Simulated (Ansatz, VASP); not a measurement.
## One calculation of Sn, two programs

```
Sn
1.0
     0.00000    3.28230    3.28230
     3.28230    0.00000    3.28230
     3.28230    3.28230    0.00000
Sn
2
Direct
  0.00000 0.00000 0.00000
  0.25000 0.25000 0.25000
```

Alike in both runs: functional r2SCAN; k mesh 14 × 14 × 14; occupations gaussian, width 0.1 eV; no spin polarisation.

Ansatz relaxed the structure, and its values are those at the end. VASP's run is a single point on that final structure, the one shown.

|  | VASP | Ansatz |
| --- | --- | --- |
| version | VASP 6.6.1 | Ansatz 0.2.0 |
| potentials or method | VASP PAW PBE potentials, release 64 (Sn_d), cutoff 520 eV | scalar-relativistic, plane waves, PAW |
| valence electrons in the cell | 28 | 28 |

```csv
,VASP,Ansatz,Ansatz less VASP
gap on the k mesh at the Fermi level (eV),none,none,-
pressure (GPa),0.0,0.0,+0.03
```

VASP's potentials were made for PBE, not for r2SCAN. A gap of «none» marks a metal or a gap that the smearing closes.
